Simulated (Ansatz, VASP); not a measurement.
# Two plane-wave programs on BiP

The input POSCAR:

```
BiP
1.0
    3.9188589170      0.0000000000      0.0000000000
   -1.9594294585      3.3938313760      0.0000000000
    0.0000000000      0.0000000000      3.7488147774
Bi P
1 1
Direct
    0.0000000000      0.0000000000      0.0000000000
    0.6666666667      0.3333333333      0.5000000000
```

The input INCAR.step1:

```
SYSTEM = BiP
PREC = Accurate
ENCUT = 520
ISMEAR = 0
SIGMA = 0.05
LREAL = .False.
LASPH = .True.
NELM = 80
NBANDS = 17
GGA = PE
ALGO = Normal
EDIFF = 1E-4
LWAVE = .True.
LCHARG = .False.
```

File INCAR.step2:

```
SYSTEM = BiP
PREC = Accurate
ENCUT = 520
EDIFF = 1E-7
ISMEAR = 0
SIGMA = 0.05
LREAL = .False.
LASPH = .True.
NELM = 80
ALGO = Normal
ISIF = 2
LWAVE = .False.
LCHARG = .False.
METAGGA = R2SCAN
LMIXTAU = .True.
IVDW = 12
VDW_S6 = 1.0
VDW_S8 = 0.78981345
VDW_A1 = 0.49484001
VDW_A2 = 5.73083694
NBANDS = 17
ISTART = 1
```

The input KPOINTS:

```
regular mesh
0
Gamma
  10 10 10
  0 0 0
```

Input for Ansatz:

```yaml
crystal:
  lattice:
    - [3.918858917018, 0.0, 0.0]
    - [-1.959429458509, 3.393831375985, 0.0]
    - [0.0, 0.0, 3.7488147774]
  atoms:
    - { symbol: Bi, position: [-3.700743415525e-17, 0.0, 0.0] }
    - { symbol: P, position: [0.6666666666667, 0.3333333333333, 0.5] }
basis:
  ecutwfc: 500
  ecutrho_ratio: 4
kpoints:
  mp_grid: { grid: [10, 10, 10] }
hamiltonian:
  xc: r2scan
  dispersion: d3bj
scf:
  occupations: { method: gaussian, width: 0.05 }
  mixing: { algorithm: broyden, beta: 0.2, ndim: 4 }
output:
  forces: true
  stress: true
```

Alike in both runs: task single point; functional r2SCAN; dispersion D3(BJ); k mesh 10 × 10 × 10; occupations gaussian, width 0.05 eV; no spin polarisation.

|  | VASP | Ansatz |
| --- | --- | --- |
| version | VASP 6.6.1 | Ansatz 0.2.0 |
| potentials or method | VASP PAW PBE potentials, release 64 (Bi_d, P), cutoff 520 eV | scalar-relativistic, plane waves, PAW |
| valence electrons in the cell | 20 | 20 |

|  | VASP | Ansatz | Ansatz less VASP |
| --- | --- | --- | --- |
| pressure (GPa) | -1.4 | -1.4 | +0.01 |

VASP's potentials were made for PBE, not for r2SCAN. Ansatz's warnings: dispersion damping borrowed.

Spin-orbit coupling is off throughout.
